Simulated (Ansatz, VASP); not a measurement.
**Cu in VASP and in Ansatz**

```xyz
1
Lattice="0.0000 1.8250 1.8250 1.8250 0.0000 1.8250 1.8250 1.8250 0.0000" Properties=species:S:1:pos:R:3 pbc="T T T"
Cu    0.0000    0.0000    0.0000
```

Alike in both runs: task single point; functional PBEsol; k mesh 8 × 8 × 8; occupations gaussian, width 0.1 eV; no spin polarisation.

```csv
,VASP,Ansatz
version,VASP 6.6.1,Ansatz 0.2.0
potentials or method,"VASP PAW PBE potentials, release 64 (Cu), cutoff 520 eV","scalar-relativistic, plane waves, PAW"
valence electrons in the cell,11,19
```

VASP gave:

| Quantity | Value |
| --- | --- |
| gap on the k mesh at the Fermi level (eV) | none |
| pressure (GPa) | -8.2 |

What did Ansatz give for the same quantities?

gap on the k mesh at the Fermi level (eV): none; pressure (GPa): -9.3.

VASP's potentials were made for PBE, not for PBEsol, and Ansatz warns of the same on its side. A gap of «none» marks a metal or a gap that the smearing closes. VASP's potentials hold 11 valence electrons a cell and Ansatz's 19, so a difference there can come from the potentials and not from the codes.

The k mesh is coarse, so the values compare programs but aren't converged.
